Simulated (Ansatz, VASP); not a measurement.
Hf: VASP beside Ansatz

```
Hf
1.0
     0.00000    1.75328    1.75328
     1.75328    0.00000    1.75328
     1.75328    1.75328    0.00000
Hf
1
Direct
  0.00000 0.00000 0.00000
```

Change from the starting cell: volume scaled by 0.5, PAW files.

Alike in both runs: task single point; functional PBEsol; k mesh 16 × 16 × 16; occupations fermi-dirac, width 0.05 eV; no spin polarisation.

|  | VASP | Ansatz |
| --- | --- | --- |
| version | VASP 6.6.1 | Ansatz 0.2.0 |
| potentials or method | VASP PAW PBE potentials, release 64 (Hf_pv) | PAW with Ansatz's default frozen-core files, scalar-relativistic |
| plane-wave cutoff (eV) | 520 | 420 |
| valence electrons in the cell | 10 | 26 |

|  | VASP | Ansatz | Ansatz less VASP |
| --- | --- | --- | --- |
| pressure (GPa) | 254.5 | 259.2 | +4.63 |

VASP's potentials were made for PBE, not for PBEsol. Both programs put the cell under a high pressure, so it lies far from rest at this level. With one functional, cell and mesh, what is left measures potentials, basis and numerics. VASP's potentials hold 10 valence electrons a cell and Ansatz's 26, so a difference there can come from the potentials and not from the codes.

Neither program's run includes spin-orbit coupling. Noted on VASP's run: the cell as given lies far from equilibrium.
